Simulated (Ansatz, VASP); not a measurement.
## AlN: VASP beside Ansatz

The input INCAR:

```
ALGO = Normal
EDIFF = 1E-6
ENCUT = 520
GGA = PE
ISIF = 2
ISMEAR = 0
LASPH = T
LCHARG = T
LELF = T
LREAL = F
LVHAR = T
LWAVE = F
NBANDS = 16
NELM = 80
PREC = Accurate
SIGMA = 0.1
```

File KPOINTS:

```
k-points
0
Gamma
  8 8 8
```

Contents of POSCAR:

```
AlN
1.0
    0.0000000000      2.7645773900      4.3159144600
    1.3831399500      0.0000000000      4.3159144600
    1.3831399500      2.7645773900      0.0000000000
Al N
2 2
Direct
    0.9367689500      0.9367689500      0.5632310500
    0.6867689500      0.6867689500      0.3132310500
    0.3132310500      0.3132310500      0.6867689500
    0.5632310500      0.5632310500      0.9367689500
```

Input for Ansatz:

```yaml
crystal:
  lattice:
    - [0.0, 2.76457739, 4.31591446]
    - [1.38313995, 0.0, 4.31591446]
    - [1.38313995, 2.76457739, 0.0]
  atoms:
    - { symbol: Al, position: [0.93676895, 0.93676895, 0.56323105] }
    - { symbol: Al, position: [0.68676895, 0.68676895, 0.31323105] }
    - { symbol: "N", position: [0.31323105, 0.31323105, 0.68676895] }
    - { symbol: "N", position: [0.56323105, 0.56323105, 0.93676895] }
basis:
  ecutwfc: 420
kpoints:
  mp_grid: { grid: [8, 8, 8] }
hamiltonian:
  xc: pbe
scf:
  occupations: { method: gaussian, width: 0.1 }
  lower_state_search: "off"
output:
  forces: true
  stress: true
  eigenvalues: true
```

Alike in both runs: task single point; functional PBE; k mesh 8 × 8 × 8; occupations gaussian, width 0.1 eV; no spin polarisation.

```csv
,VASP,Ansatz
version,VASP 6.6.1,Ansatz 0.2.0
potentials or method,"VASP PAW PBE potentials, release 64 (Al, N), cutoff 520 eV","scalar-relativistic, plane waves, PAW"
valence electrons in the cell,16,16
```

Ansatz gave:

* gap on the k mesh at the Fermi level (eV): 3.86
* least direct gap on the mesh (eV): 3.86
* rms of the force components (eV/Å): 1.079

**Question.** Estimate VASP's values.

**Answer.** gap on the k mesh at the Fermi level (eV): 3.85; least direct gap on the mesh (eV): 3.85; rms of the force components (eV/Å): 1.090.

Atom by atom the forces differ by 0.011 eV/Å (rms over components).
